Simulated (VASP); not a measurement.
**WC: single point with r2SCAN**

WC:

```xyz
2
Lattice="0.0000 2.0830 2.1379 2.0830 0.0000 2.1379 2.0830 2.0830 0.0000" Properties=species:S:1:pos:R:3 pbc="T T T"
W     0.0000    0.0000    0.0000
C     2.0830    2.0830    2.1379
```

This cell differs from its parent crystal: strain -0.050 along x and y, -0.025 along z.

```json
{
  "Program": "VASP 6.6.1",
  "Task": "single point",
  "Functional": "r2SCAN",
  "Potentials or basis": "VASP PAW PBE potentials, release 64 (W_sv, C)",
  "Cutoff": "520 eV",
  "k mesh": "18 × 18 × 18",
  "Occupations": "gaussian, width 0.15 eV",
  "Spin": "no spin polarisation"
}
```

| Item | Value |
| --- | --- |
| Pressure | 58.7 GPa |
| Band gap on the k mesh | zero (band 9 reaches 15.73 eV, above the bottom of band 10 at 11.91 eV) |

Stress tensor (GPa, compression positive):
```
67.37  0.00  0.00
 0.00 67.37  0.00
 0.00  0.00 41.45
```

Levels at points of the mesh, in eV from the Fermi level:
```
           k point  band 5  band 6  band 7  band 8  band 9  band 10  band 11  band 12  band 13  band 14
(0.00, 0.00, 0.00)  -17.88   -3.62   -3.24   -3.24   -1.55    -1.37    -1.37    -1.36    -0.97     8.65
(0.50, 0.00, 0.00)  -12.26  -11.40   -7.98   -7.93    1.28     1.53     3.11     5.52    10.30    11.11
(0.50, 0.50, 0.00)  -15.70   -6.97   -6.42   -2.77   -2.77     1.08     2.93     2.93     6.84     9.73
(0.50, 0.00, 0.50)  -15.67   -6.99   -6.04   -3.05   -2.90     1.12     2.74     3.12     7.32     9.50
```

Run time: 5.6 min on 1 thread of Intel(R) Xeon(R) Platinum 8259CL CPU @ 2.50GHz (Skylake/Cascade Lake) (shared host), peak memory 0.27 GiB.

Caveat: the cell differs from its parent crystal (strain -0.050 along x and y, -0.025 along z); the PAW data sets were made with another functional, which shifts forces and pressure a little; spin-orbit coupling is left out, which moves the levels of the heavy elements.
